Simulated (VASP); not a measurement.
# CoH3 (Fm-3m) in VASP: relaxation of cell and atoms with PBE

Aim: the relaxation of cell and atoms of CoH3 with PBE.

Everything below comes from runs of VASP 6.6.1. Logs are shortened: lines on timing, memory, paths and dates and some standing lists are left out, and cuts for length are marked.

## 1. The cell of the first run

Symmetry: Fm-3m, No. 225, cubic system. The conventional cell has a = 4.938 Å, b = 4.938 Å, c = 4.938 Å, α = 90.00°, β = 90.00°, γ = 90.00°. Within 2.8 Å of Co (site symmetry m-3m) lie 14 H at 2.14 to 2.47 Å. Within 2.8 Å of H (site symmetry m-3m) lie 8 H at 2.14 Å and 6 Co at 2.47 Å. Within 2.8 Å of H (site symmetry -43m) lie 4 Co at 2.14 Å and 10 H at 2.14 to 2.47 Å.

The cell was built from a structure type or drawn by symmetry, and may not be a known phase.

## 2. Relaxation of cell and atoms, PBE, collinear spin, ferromagnetic start

INCAR reads:

```
ALGO = Normal ; EDIFF = 1E-6
EDIFFG = -0.08 ; ENCUT = 600
GGA = PE ; IBRION = 2
ISIF = 3 ; ISMEAR = 0
ISPIN = 2 ; LASPH = T
LCHARG = F ; LMAXMIX = 4
LORBIT = 11 ; LREAL = F
LWAVE = F ; MAGMOM = 3 0 0 0
NELM = 150 ; NSW = 36
PREC = Accurate ; SIGMA = 0.15
```

KPOINTS reads:

```
k-points
0
Gamma
  5 5 5
```

POSCAR reads:

```
CoH3
1.0
    0.0000000000      2.4692484900      2.4692484900
    2.4692484900      0.0000000000      2.4692484900
    2.4692484900      2.4692484900      0.0000000000
Co H
1 3
Direct
    0.0000000000      0.0000000000      0.0000000000
    0.5000000000      0.5000000000      0.5000000000
    0.2500000000      0.2500000000      0.2500000000
    0.7500000000      0.7500000000      0.7500000000
```

Potentials or basis: VASP PAW PBE potentials, release 64 (Co, H).

Launch:

```sh
> cat potpaw_PBE.64/Co/POTCAR potpaw_PBE.64/H/POTCAR > POTCAR
> mpirun -np 1 vasp_std > vasp.out
```

OUTCAR:

```text
EDIFF = 1E-6
   EDIFFG = -0.08
   ENCUT = 600
   GGA = PE
   IBRION = 2
   ISIF = 3
   ISMEAR = 0
   ISPIN = 2
   LASPH = T
   LORBIT = 11
   LREAL = F
   NELM = 150
   NSW = 36
   PREC = Accurate

 ion  position               nearest neighbor table
   1  0.000  0.000  0.000-
   2  0.500  0.500  0.500-
   3  0.250  0.250  0.250-
   4  0.750  0.750  0.750-

  LATTYP: Found a face centered cubic cell.
 ALAT       =     4.9384969800

  Lattice vectors:

 A1 = (   0.0000000000,   2.4692484900,   2.4692484900)
 A2 = (   2.4692484900,   0.0000000000,   2.4692484900)
 A3 = (   2.4692484900,   2.4692484900,   0.0000000000)

Analysis of symmetry for initial positions (statically):
=====================================================================
 Subroutine PRICEL returns:
 Original cell was already a primitive cell.

 Routine SETGRP: Setting up the symmetry group for a
 face centered cubic supercell.

 Subroutine GETGRP returns: Found 48 space group operations
 (whereof 48 operations were pure point group operations)
 out of a pool of 48 trial point group operations.

The static configuration has the point symmetry O_h .

Analysis of symmetry for dynamics (positions and initial velocities):
=====================================================================
 Subroutine PRICEL returns:
 Original cell was already a primitive cell.

 Routine SETGRP: Setting up the symmetry group for a
 face centered cubic supercell.

 Subroutine GETGRP returns: Found 48 space group operations
 (whereof 48 operations were pure point group operations)
 out of a pool of 48 trial point group operations.

The dynamic configuration has the point symmetry O_h .

Analysis of structural, dynamic, and magnetic symmetry:
=====================================================================
 Subroutine PRICEL returns:
 Original cell was already a primitive cell.

 Routine SETGRP: Setting up the symmetry group for a
 face centered cubic supercell.

 Subroutine GETGRP returns: Found 48 space group operations
 (whereof 48 operations were pure point group operations)
 out of a pool of 48 trial point group operations.

The overall configuration has the point symmetry O_h .

 Subroutine INISYM returns: Found 48 space group operations
 (whereof 48 operations are pure point group operations),
 and found     1 'primitive' translations

----------------------------------------------------------------------------------------

                                     Primitive cell

  volume of cell :      30.1109

  direct lattice vectors                    reciprocal lattice vectors
[... 87 lines left out ...]
   NELECT =      12.0000    total number of electrons
   NUPDOWN=      -1.0000    fix difference up-down
   EMIN   =  10.00;   EMAX   =-10.00  energy-range for DOS
   EFERMI =   0.00;   METHOD = LEGACY
   ISMEAR =     0;   SIGMA  =   0.15  broadening in eV -4-tet -1-fermi 0-gaus
   EFERMI_NEDOS =   21; number of points for ismear=-14 and -15
   IALGO  =     38    algorithm
   IMIX   =      4    mixing-type and parameters
     AMIX     =   0.40;   BMIX     =  1.00
     AMIX_MAG =   1.60;   BMIX_MAG =  1.00
  volume/ion in A,a.u.               =       7.53        50.80
  Fermi-wavevector in a.u.,A,eV,Ry     =   1.204741  2.276631 19.747516  1.451402
  Thomas-Fermi vector in A             =   2.340458
   LORBIT       =     11    0 simple, 1 ext, 2 COOP (PROOUT), +10 PAW based schemes
   GGA     = PE    functional components
   LHFCALC =     F    Hartree Fock is set to
   AEXX    =    0.0000 exact exchange contribution
   IVDW    =     0    specifies the selected vdW correction
   LEPSILON=     F    determine dielectric tensor
   LRPA    =     F    only Hartree local field effects (RPA)
 conjugate gradient relaxation of ions
 spin polarized calculation
 Gauss-broadening in eV      SIGMA  =   0.15
  energy-cutoff  :      600.00
  volume of cell :       30.11
 maximum number of plane-waves:      1017
   NGX = 13   NGY = 13   NGZ = 13

--------------------------------------- Ionic step        1  -------------------------------------------

 number of electron      11.9999999 magnetization       0.0028312

 number of electron      11.9999999 magnetization      -0.0008432

 Free energy of the ion-electron system (eV)
  ---------------------------------------------------
  ext. energy  EPLUGINS =         0.00000000
  ---------------------------------------------------
  free energy    TOTEN  =       -13.33962385 eV

  energy without entropy =      -13.33708352  energy(sigma->0) =      -13.33835368

 E-fermi :   3.2889     XC(G=0): -10.3553

 val. band max:        3.0375086597   @ k =  -0.4000   0.4000   0.0000
 cond. band min:       3.5296006443   @ k =  -0.4000   0.2000   0.0000
 fundamental gap:      0.4920919846
 Fermi energy:         3.2888572020

 spin component 1

 k-point     1 :       0.0000    0.0000    0.0000
  band No.  band energies     occupation
      1      -6.6134      1.00000
      2       2.0833      1.00000
      3       2.0833      1.00000
      4       2.0833      1.00000
      5       2.5392      1.00000
      6       2.5392      1.00000
      7       4.3233      0.00000
      8       6.3218      0.00000
      9      14.4847      0.00000
     10      14.4847      0.00000
     11      14.4847      0.00000
[... 446 lines left out ...]
 number of electron      12.0000002 magnetization       0.0000000

 number of electron      12.0000002 magnetization      -0.0000000

 Free energy of the ion-electron system (eV)
  ---------------------------------------------------
  ext. energy  EPLUGINS =         0.00000000
  ---------------------------------------------------
  free energy    TOTEN  =       -15.30453183 eV

  energy without entropy =      -15.30453162  energy(sigma->0) =      -15.30453173

 E-fermi :   8.9796     XC(G=0): -12.7027

 val. band max:        8.4674920135   @ k =  -0.4000   0.4000   0.0000
 cond. band min:       9.4986775399   @ k =  -0.4000   0.2000   0.0000
 fundamental gap:      1.0311855264
 Fermi energy:         8.9796389418

 spin component 1

 k-point     1 :       0.0000    0.0000    0.0000
  band No.  band energies     occupation
      1      -6.0589      1.00000
      2       6.3332      1.00000
      3       6.3332      1.00000
      4       6.3332      1.00000
      5       7.3647      1.00000
      6       7.3647      1.00000
      7      10.1997      0.00000
      8      13.8960      0.00000
      9      23.3173      0.00000
     10      23.3173      0.00000
     11      23.3173      0.00000
[... 318 lines left out ...]
  FREE ENERGIE OF THE ION-ELECTRON SYSTEM (eV)
  ---------------------------------------------------
  free  energy   TOTEN  =       -15.3045318304 eV

  energy  without entropy=      -15.3045316248  energy(sigma->0) =      -15.30453173

 reached required accuracy - stopping structural energy minimisation

 total charge

# of ion       s       p       d       tot
------------------------------------------
    1        0.308   0.472   7.651   8.430
    2        0.399   0.027   0.000   0.427
    3        0.501   0.032   0.000   0.533
    4        0.501   0.032   0.000   0.533
--------------------------------------------------
tot          1.709   0.564   7.651   9.923

 magnetization (x)

# of ion       s       p       d       tot
------------------------------------------
    1        0.000   0.000   0.000   0.000
    2       -0.000  -0.000   0.000  -0.000
    3       -0.000  -0.000   0.000  -0.000
    4       -0.000  -0.000   0.000  -0.000
--------------------------------------------------
tot         -0.000  -0.000   0.000   0.000
```

OSZICAR:

```text
N       E                     dE             d eps       ncg     rms          rms(c)
DAV:   1     0.419956648845E+02    0.41996E+02   -0.59343E+03   480   0.111E+03
DAV:   2    -0.131164191421E+02   -0.55112E+02   -0.51243E+02   504   0.192E+02
[... 53 lines left out ...]
DAV:   2    -0.154096628217E+02    0.29866E-01   -0.27913E+00   552   0.220E+01    0.200E+00
DAV:   3    -0.153090096510E+02    0.10065E+00   -0.69501E-01   528   0.114E+01    0.573E-01
DAV:   4    -0.153045378127E+02    0.44718E-02   -0.57680E-03   592   0.743E-01    0.513E-02
DAV:   5    -0.153045262957E+02    0.11517E-04   -0.18307E-04   640   0.168E-01    0.282E-02
DAV:   6    -0.153045317289E+02   -0.54331E-05   -0.24898E-06   432   0.162E-02    0.119E-03
DAV:   7    -0.153045318304E+02   -0.10157E-06   -0.98382E-08   248   0.296E-03
   5 F= -.15304532E+02 E0= -.15304532E+02  d E =-.196491E+01  mag=     0.0000
```

Wall time 1.7 min (1 thread of AMD EPYC 7R43 (Zen 3), shared host); peak memory 0.15 GiB.

What came out:

```yaml
Free_energy: -15.3045 eV
Relaxed_volume: 4.53 Å³/atom
Relaxed_cell: a = 2.947 Å, b = 2.947 Å, c = 2.947 Å, α = 60.00°, β = 60.00°, γ = 60.00°
Space_group_after_relaxing_to_0.1_Å: Fm-3m (No. 225)
Energy_gained_by_relaxing: 491.2 meV/atom
Ionic_steps: 5
Pressure_after_relaxing: -0.6 GPa
Band_gap_on_the_k_mesh: 1.03 eV (least direct gap 1.18 eV)
Net_moment: 0.00 μB per cell
Valence_electrons_inside_the_program's_atomic_spheres: Co 8.43; H 0.43, 0.53 (each value once)
```

The path:
| step | energy change (eV) | largest force (eV/Å) | pressure (GPa) | volume (Å³) |
| --- | --- | --- | --- | --- |
| 1 | 0.0000 | 0.0000 | -33.88 | 30.11 |
| 2 | -1.3121 | 0.0000 | -29.47 | 23.69 |
| 3 | -1.9158 | 0.0000 | -11.43 | 19.35 |
| 4 | -1.9558 | 0.0000 | 5.98 | 17.53 |
| 5 | -1.9649 | 0.0000 | -0.57 | 18.10 |

Final structure:
```cif
data_structure
_symmetry_space_group_name_H-M 'P 1'
_symmetry_Int_Tables_number 1
_cell_length_a 2.9473
_cell_length_b 2.9473
_cell_length_c 2.9473
_cell_angle_alpha 60.000
_cell_angle_beta 60.000
_cell_angle_gamma 60.000
_cell_volume 18.10
loop_
_atom_site_label
_atom_site_type_symbol
_atom_site_fract_x
_atom_site_fract_y
_atom_site_fract_z
_atom_site_occupancy
Co1 Co 0.00000 0.00000 0.00000 1
H1 H 0.50000 0.50000 0.50000 1
H2 H 0.25000 0.25000 0.25000 1
H3 H 0.75000 0.75000 0.75000 1
```

Caveat: the k points lie up to 0.52 Å⁻¹ apart in the final cell; the volume moved by over 15 % at a fixed basis, so the end points are rough; an odd mesh through Γ misses points on the zone boundary, where band edges can lie.
